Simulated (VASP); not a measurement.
Runs of VASP 6.6.1 on Zn4S. The structure is that of space group Im-3m (No. 229), or close to it. The cells are those of the table. The cell was generated, and may not be a known phase.

```csv
task,cell,k mesh,cutoff (eV),gap on the mesh (eV),pressure (GPa),relaxed volume (Å³/atom)
single point,"a = 4.974 Å, angles 109.5°, 5 atoms",4 × 4 × 4,520,none,1.4,-
relaxation of cell and atoms,"relaxed from a = 4.974 Å, angles 109.5°, 5 atoms",4 × 4 × 4,600,none,0.2,19.38
single point,"a = 5.023 Å, angles 109.5°, 5 atoms",10 × 10 × 10,520,none,0.2,-
relaxation of cell and atoms,"relaxed from a = 5.013 Å, angles 109.5°, 5 atoms",10 × 10 × 10,600,none,0.0,(a)
single point,"a = 5.013 Å, angles 109.5°, 5 atoms",4 × 4 × 4,520,none,0.2,-
```

Alike in all rows: level PBE; potentials or basis VASP PAW PBE potentials, release 64 (Zn, S); no spin polarisation; smearing gaussian 0.1 eV.

Task: Estimate the missing entries.

Result: (a) 19.57.

Caveats: some runs use coarse meshes.

A gap of «none» marks levels without a gap at the run's occupations.
